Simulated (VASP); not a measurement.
# Ca (Fd-3m) in VASP: a series of runs

The runs below take Ca through relaxation of cell and atoms, single point, with BLYP.

All numbers are computed with VASP 6.6.1; they aren't measurements. Logs are shortened: lines on timing, memory, paths and dates and some standing lists are left out, and cuts for length are marked.

**1. The cell of the first run**

Symmetry: Fd-3m, No. 227, cubic system. The conventional cell has a = 7.782 Å, b = 7.782 Å, c = 7.782 Å, α = 90.00°, β = 90.00°, γ = 90.00°. Within 4.4 Å of Ca (site symmetry -43m) lie 4 Ca at 3.37 Å.

**2. Relaxation of cell and atoms, BLYP**

INCAR reads:

```
AGGAC = 1.0
AGGAX = 1.0
ALDAC = 0.0
ALDAX = 1.0
ALGO = Normal
EDIFF = 1E-6
EDIFFG = -0.01
ENCUT = 600
GGA = B5
IBRION = 2
ISIF = 3
ISMEAR = -1
LASPH = T
LCHARG = F
LREAL = F
LWAVE = F
NELM = 100
NSW = 80
PREC = Accurate
SIGMA = 0.1
```

KPOINTS reads:

```
k-points
0
Gamma
  7 7 7
```

POSCAR reads:

```
Ca
1.0
    0.0000000000      3.8908582557      3.8908582557
    3.8908582557      0.0000000000      3.8908582557
    3.8908582557      3.8908582557      0.0000000000
Ca
2
Direct
    0.1250000000      0.1250000000      0.1250000000
    0.8750000000      0.8750000000      0.8750000000
```

Potentials or basis: VASP PAW PBE potentials, release 64 (Ca_sv).

Started as:

```sh
cat potpaw_PBE.64/Ca_sv/POTCAR > POTCAR
mpirun -np 1 vasp_std > vasp.out
```

OUTCAR:

```text
EDIFF = 1E-6
   EDIFFG = -0.01
   ENCUT = 600
   GGA = B5
   IBRION = 2
   ISIF = 3
   ISMEAR = -1
   LASPH = T
   LREAL = F
   NELM = 100
   NSW = 80
   PREC = Accurate

 ion  position               nearest neighbor table
   1  0.125  0.125  0.125-
   2  0.875  0.875  0.875-

  LATTYP: Found a face centered cubic cell.
 ALAT       =     7.7817165114

  Lattice vectors:

 A1 = (   0.0000000000,   3.8908582557,   3.8908582557)
 A2 = (   3.8908582557,   0.0000000000,   3.8908582557)
 A3 = (   3.8908582557,   3.8908582557,   0.0000000000)

Analysis of symmetry for initial positions (statically):
=====================================================================
 Subroutine PRICEL returns:
 Original cell was already a primitive cell.

 Routine SETGRP: Setting up the symmetry group for a
 face centered cubic supercell.

 Subroutine GETGRP returns: Found 48 space group operations
 (whereof 12 operations were pure point group operations)
 out of a pool of 48 trial point group operations.

The static configuration has the point symmetry D_3d.
 The point group associated with its full space group is O_h .

Analysis of symmetry for dynamics (positions and initial velocities):
=====================================================================
 Subroutine PRICEL returns:
 Original cell was already a primitive cell.

 Routine SETGRP: Setting up the symmetry group for a
 face centered cubic supercell.

 Subroutine GETGRP returns: Found 48 space group operations
 (whereof 12 operations were pure point group operations)
 out of a pool of 48 trial point group operations.

The dynamic configuration has the point symmetry D_3d.
 The point group associated with its full space group is O_h .

 Subroutine INISYM returns: Found 48 space group operations
 (whereof 12 operations are pure point group operations),
 and found     1 'primitive' translations

----------------------------------------------------------------------------------------

                                     Primitive cell

  volume of cell :     117.8057

  direct lattice vectors                    reciprocal lattice vectors
     0.000000000  3.890858256  3.890858256    -0.128506352  0.128506352  0.128506352
     3.890858256  0.000000000  3.890858256     0.128506352 -0.128506352  0.128506352
     3.890858256  3.890858256  0.000000000     0.128506352  0.128506352 -0.128506352

  length of vectors
     5.502504514  5.502504514  5.502504514     0.222579530  0.222579530  0.222579530

  position of ions in fractional coordinates (direct lattice)
     0.125000000  0.125000000  0.125000000
     0.875000000  0.875000000  0.875000000

  ion indices of the primitive-cell ions
   primitive index   ion index
                 1           1
                 2           2

----------------------------------------------------------------------------------------

 KPOINTS: k-points

Automatic generation of k-mesh.
 Grid dimensions read from file:
 generate k-points for:    7    7    7

 Generating k-lattice:

  Cartesian coordinates                     Fractional coordinates (reciprocal lattice)
    -0.018358050  0.018358050  0.018358050     0.142857143  0.000000000  0.000000000
     0.018358050 -0.018358050  0.018358050     0.000000000  0.142857143  0.000000000
     0.018358050  0.018358050 -0.018358050     0.000000000  0.000000000  0.142857143

  Length of vectors
     0.031797076  0.031797076  0.031797076

  Shift w.r.t. Gamma in fractional coordinates (k-lattice)
     0.000000000  0.000000000  0.000000000

 Subroutine IBZKPT returns following result:
 ===========================================

 Found     20 irreducible k-points:

 Following reciprocal coordinates:
            Coordinates               Weight
  0.000000  0.000000  0.000000      1.000000
  0.142857  0.000000  0.000000      8.000000
  0.285714  0.000000  0.000000      8.000000
  0.428571  0.000000  0.000000      8.000000
  0.142857  0.142857  0.000000      6.000000
  0.285714  0.142857  0.000000     24.000000
[... 12 lines left out ...]
 -0.428571  0.428571  0.142857     24.000000
 -0.285714  0.428571  0.142857     24.000000
   k-points           NKPTS =     20   k-points in BZ     NKDIM =     20   number of bands    NBANDS=     14
   number of dos      NEDOS =    301   number of ions     NIONS =      2
   total plane-waves  NPLWV = 110592
   dimension x,y,z NGX =    48 NGY =   48 NGZ =   48
   dimension x,y,z NGXF=    96 NGYF=   96 NGZF=   96
   ions per type =               2
   NGX,Y,Z   is equivalent  to a cutoff of  14.50, 14.50, 14.50 a.u.
   NGXF,Y,Z  is equivalent  to a cutoff of  29.00, 29.00, 29.00 a.u.
 SYSTEM =  unknown system
   PREC   = accura    normal or accurate (medium, high low for compatibility)
   ISTART =      0    job   : 0-new  1-cont  2-samecut
   ICHARG =      2    charge: 1-file 2-atom 10-const
   ISPIN  =      1    spin polarized calculation?
   LNONCOLLINEAR =      F non collinear calculations
   LSORBIT =      F    spin-orbit coupling
   LASPH  =      T    aspherical Exc in radial PAW
   ENCUT  =  600.0 eV  44.10 Ry    6.64 a.u.  10.99 10.99 10.99*2*pi/ulx,y,z
   NELM   =    100;   NELMIN=  2; NELMDL= -5     # of ELM steps
   EDIFF  = 0.1E-05   stopping-criterion for ELM
   LREAL  =      F    real-space projection
   EDIFFG = -.1E-01   stopping-criterion for IOM
   NSW    =     80    number of steps for IOM
   IBRION =      2    ionic relax: 0-MD 1-quasi-New 2-CG
   NFREE  =      1    steps in history (QN), initial steepest desc. (CG)
   ISIF   =      3    stress and relaxation
   ISYM   =      2    0-nonsym 1-usesym 2-fastsym
   POTIM  = 0.5000    time-step for ionic-motion
   TEBEG  =    0.0;   TEEND  =   0.0 temperature during run
   PSTRESS=    0.0 pullay stress
   NELECT =      20.0000    total number of electrons
   NUPDOWN=      -1.0000    fix difference up-down
   EMIN   =  10.00;   EMAX   =-10.00  energy-range for DOS
   EFERMI =   0.00;   METHOD = LEGACY
   ISMEAR =    -1;   SIGMA  =   0.10  broadening in eV -4-tet -1-fermi 0-gaus
   EFERMI_NEDOS =   21; number of points for ismear=-14 and -15
   IALGO  =     38    algorithm
   IMIX   =      4    mixing-type and parameters
     AMIX     =   0.40;   BMIX     =  1.00
     AMIX_MAG =   1.60;   BMIX_MAG =  1.00
  volume/ion in A,a.u.               =      58.90       397.50
  Fermi-wavevector in a.u.,A,eV,Ry     =   0.906489  1.713017 11.180222  0.821723
  Thomas-Fermi vector in A             =   2.030183
   LORBIT       =      0    0 simple, 1 ext, 2 COOP (PROOUT), +10 PAW based schemes
   GGA     = B5    functional components
   LHFCALC =     F    Hartree Fock is set to
   AEXX    =    0.0000 exact exchange contribution
   IVDW    =     0    specifies the selected vdW correction
   LEPSILON=     F    determine dielectric tensor
   LRPA    =     F    only Hartree local field effects (RPA)
 conjugate gradient relaxation of ions
 non-spin polarized calculation
  energy-cutoff  :      600.00
  volume of cell :      117.81
 maximum number of plane-waves:      3956
 NGX is ok and might be reduce to    48
   NGX = 21   NGY = 21   NGZ = 21

--------------------------------------- Ionic step        1  -------------------------------------------

 number of electron      19.9999998 magnetization

 Free energy of the ion-electron system (eV)
  ---------------------------------------------------
  ext. energy  EPLUGINS =         0.00000000
  ---------------------------------------------------
  free energy    TOTEN  =        -0.61917477 eV

  energy without entropy =       -0.48596608  energy(sigma->0) =       -0.55257042

------------------------ aborting loop because EDIFF is reached ----------------------------------------

  FORCE on cell =-STRESS in cart. coord.  units (eV):
  Direction    XX          YY          ZZ          XY          YZ          ZX
  --------------------------------------------------------------------------------------
  -------------------------------------------------------------------------------------
  Total        1.7643936      1.7643936      1.7643936     -0.0000000     -0.0000000     -0.0000000
  in kB       23.9960544     23.9960544     23.9960544     -0.0000000     -0.0000000     -0.0000000
  external PRESSURE =      23.9960544 kB  Pullay stress =       0.0000000 kB

 VOLUME and BASIS-vectors are now :
 -----------------------------------------------------------------------------
  energy-cutoff  :      600.00
  volume of cell :      117.81
      direct lattice vectors                 reciprocal lattice vectors
     0.000000000  3.890858256  3.890858256    -0.128506352  0.128506352  0.128506352
     3.890858256  0.000000000  3.890858256     0.128506352 -0.128506352  0.128506352
     3.890858256  3.890858256  0.000000000     0.128506352  0.128506352 -0.128506352

 POSITION                                       TOTAL-FORCE (eV/Angst)
 -----------------------------------------------------------------------------------
      0.97271      0.97271      0.97271        -0.000000     -0.000000     -0.000000
      6.80900      6.80900      6.80900         0.000000      0.000000      0.000000
 -----------------------------------------------------------------------------------
    total drift:                                0.000000      0.000000      0.000000

  FREE ENERGIE OF THE ION-ELECTRON SYSTEM (eV)
  ---------------------------------------------------
  free  energy   TOTEN  =        -0.6191747705 eV
[... 53 lines left out ...]
 VOLUME and BASIS-vectors are now :
 -----------------------------------------------------------------------------
  energy-cutoff  :      600.00
  volume of cell :      188.76
      direct lattice vectors                 reciprocal lattice vectors
    -0.000000000  4.552958786  4.552958786    -0.109818697  0.109818697  0.109818697
     4.552958786 -0.000000000  4.552958786     0.109818697 -0.109818697  0.109818697
     4.552958786  4.552958786 -0.000000000     0.109818697  0.109818697 -0.109818697

 POSITION                                       TOTAL-FORCE (eV/Angst)
 -----------------------------------------------------------------------------------
      1.13824      1.13824      1.13824         0.000000     -0.000000     -0.000000
      7.96768      7.96768      7.96768        -0.000000      0.000000      0.000000
 -----------------------------------------------------------------------------------
    total drift:                                0.000000      0.000000      0.000000

  FREE ENERGIE OF THE ION-ELECTRON SYSTEM (eV)
  ---------------------------------------------------
  free  energy   TOTEN  =        -1.0234155339 eV

  energy  without entropy=       -0.9217918746  energy(sigma->0) =       -0.97260370

--------------------------------------- Ionic step        4  -------------------------------------------

 number of electron      20.0000000 magnetization

 Free energy of the ion-electron system (eV)
  ---------------------------------------------------
  ext. energy  EPLUGINS =         0.00000000
  ---------------------------------------------------
  free energy    TOTEN  =        -1.02463515 eV

  energy without entropy =       -0.92166294  energy(sigma->0) =       -0.97314904

 E-fermi :   0.1255     XC(G=0):  -4.8167

 val. band max:        0.0423530095   @ k =   0.2857   0.2857   0.0000
 cond. band min:       0.1563515986   @ k =   0.2857   0.1429   0.0000
 fundamental gap:      0.1139985891
 Fermi energy:         0.1255407791

 k-point     1 :       0.0000    0.0000    0.0000
  band No.  band energies     occupation
      1     -43.0630      2.00000
      2     -43.0543      2.00000
      3     -24.1508      2.00000
      4     -24.1508      2.00000
      5     -24.1508      2.00000
      6     -24.1136      2.00000
      7     -24.1136      2.00000
      8     -24.1136      2.00000
      9      -2.6999      2.00000
     10       0.5888      0.01928
     11       0.5888      0.01928
     12       0.5888      0.01928
     13       0.8691      0.00118
     14       0.8691      0.00118

 k-point     2 :       0.1429    0.0000    0.0000
  band No.  band energies     occupation
      1     -43.0627      2.00000
      2     -43.0546      2.00000
      3     -24.1514      2.00000
      4     -24.1514      2.00000
      5     -24.1503      2.00000
      6     -24.1142      2.00000
      7     -24.1130      2.00000
      8     -24.1130      2.00000
      9      -2.5919      2.00000
     10       0.4582      0.06936
     11       0.5976      0.01767
     12       0.5976      0.01767
     13       0.8831      0.00102
     14       0.8831      0.00102
[... 317 lines left out ...]
 VOLUME and BASIS-vectors are now :
 -----------------------------------------------------------------------------
  energy-cutoff  :      600.00
  volume of cell :      184.45
      direct lattice vectors                 reciprocal lattice vectors
    -0.000000000  4.518017599  4.518017599    -0.110668006  0.110668006  0.110668006
     4.518017599 -0.000000000  4.518017599     0.110668006 -0.110668006  0.110668006
     4.518017599  4.518017599 -0.000000000     0.110668006  0.110668006 -0.110668006

 POSITION                                       TOTAL-FORCE (eV/Angst)
 -----------------------------------------------------------------------------------
      1.12950      1.12950      1.12950        -0.000000     -0.000000     -0.000000
      7.90653      7.90653      7.90653         0.000000      0.000000      0.000000
 -----------------------------------------------------------------------------------
    total drift:                                0.000000      0.000000      0.000000

  FREE ENERGIE OF THE ION-ELECTRON SYSTEM (eV)
  ---------------------------------------------------
  free  energy   TOTEN  =        -1.0246351494 eV

  energy  without entropy=       -0.9216629373  energy(sigma->0) =       -0.97314904

 reached required accuracy - stopping structural energy minimisation
```

Wall time 3.3 min (1 thread of Intel Xeon Platinum 8488C (Sapphire Rapids), shared host); peak memory 0.34 GiB.

What came out:

```yaml
Free_energy: -1.0246 eV
Relaxed_volume: 92.22 Å³/atom
Relaxed_cell: a = 6.389 Å, b = 6.389 Å, c = 6.389 Å, α = 60.00°, β = 60.00°, γ = 60.00°
Space_group_after_relaxing_to_0.05_Å: Fd-3m (No. 227)
Energy_gained_by_relaxing: 202.7 meV/atom
Ionic_steps: 4
Pressure_after_relaxing: 0.0 GPa
Band_gap_on_the_k_mesh: zero (band 10 reaches 0.59 eV, above the bottom of band 11 at 0.16 eV)
```

The path:
```tsv
step	energy change (eV)	largest force (eV/Å)	pressure (GPa)	volume (Å³)
1	0.0000	0.0000	2.40	117.81
2	-0.1945	0.0000	1.59	133.50
3	-0.4042	0.0000	-0.09	188.76
4	-0.4055	0.0000	-0.01	184.45
```

Final structure:
```
Ca
1.0
     0.00000    4.51802    4.51802
     4.51802    0.00000    4.51802
     4.51802    4.51802    0.00000
Ca
2
Direct
  0.12500 0.12500 0.12500
  0.87500 0.87500 0.87500
```

Caveat: the volume moved by over 15 % at a fixed basis, so the end points are rough; the PAW data sets were made with another functional, which shifts forces and pressure a little.

(Continued in part 2 of 2.)
